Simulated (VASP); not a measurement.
## TaN: single point with PBEsol

Crystal: TaN.

```xyz
4
Lattice="0.0000 -2.1874 -2.1874 0.0000 2.1874 -2.1874 4.3749 0.0000 0.0000" Properties=species:S:1:pos:R:3 pbc="T T T"
Ta    0.0000   -0.2075   -2.1874
Ta    2.1874    0.2075    0.0000
N     2.1874    0.2280   -2.1874
N     0.0000   -0.2280    0.0000
```

This cell differs from its parent crystal: mode 1 frozen in at +0.000 Å and mode 2 at -0.228 Å (largest displacements).

```yaml
Program: VASP 6.6.1
Task: single point
Functional: PBEsol
Potentials_or_basis: VASP PAW PBE potentials, release 64 (Ta_pv, N)
Cutoff: 520 eV
k_mesh: 14 × 14 × 10
Occupations: gaussian, width 0.15 eV
Spin: no spin polarisation
Dipole_correction: no
Further_INCAR_settings: ALGO = Normal; EDIFF = 1e-06; NBANDS = 24
```

- Pressure: 2.1 GPa
- Largest force: 1.000 eV/Å
- Band gap on the k mesh: zero (band 16 reaches 10.49 eV, above the bottom of band 17 at 7.62 eV)

Forces on the atoms (eV/Å):
```
Ta   0.000  1.000  0.000
Ta   0.000 -1.000  0.000
N    0.000 -0.643  0.000
N    0.000  0.643  0.000
```

Stress tensor (GPa, compression positive):
```
-3.61  0.00  0.00
 0.00 14.75  0.00
 0.00  0.00 -4.86
```

Levels at points of the mesh, in eV from the Fermi level:
```tsv
k point	band 14	band 15	band 16	band 17	band 18	band 19
(0.00, 0.00, 0.00)	-3.41	-3.22	-1.96	-1.40	-1.36	0.29
(0.50, 0.00, 0.00)	-4.87	-1.29	0.38	1.63	1.69	2.08
(0.50, 0.50, 0.00)	-4.35	-4.17	-2.73	2.93	3.15	3.80
(0.00, 0.00, 0.50)	-4.12	-3.92	-3.92	0.59	0.59	1.79
(0.50, 0.00, 0.50)	-6.90	1.37	1.37	2.18	2.18	2.45
(0.50, 0.50, 0.50)	-5.93	-0.57	-0.57	0.08	0.08	4.03
```

Run time: 8.4 min on 1 thread of AMD EPYC 7R13, on a shared host, peak memory 0.36 GiB.

Caveat: the cell differs from its parent crystal (mode 1 frozen in at +0.000 Å and mode 2 at -0.228 Å (largest displacements)); the PAW data sets were made with another functional, which shifts forces and pressure a little; spin-orbit coupling is left out, which moves the levels of the heavy elements.
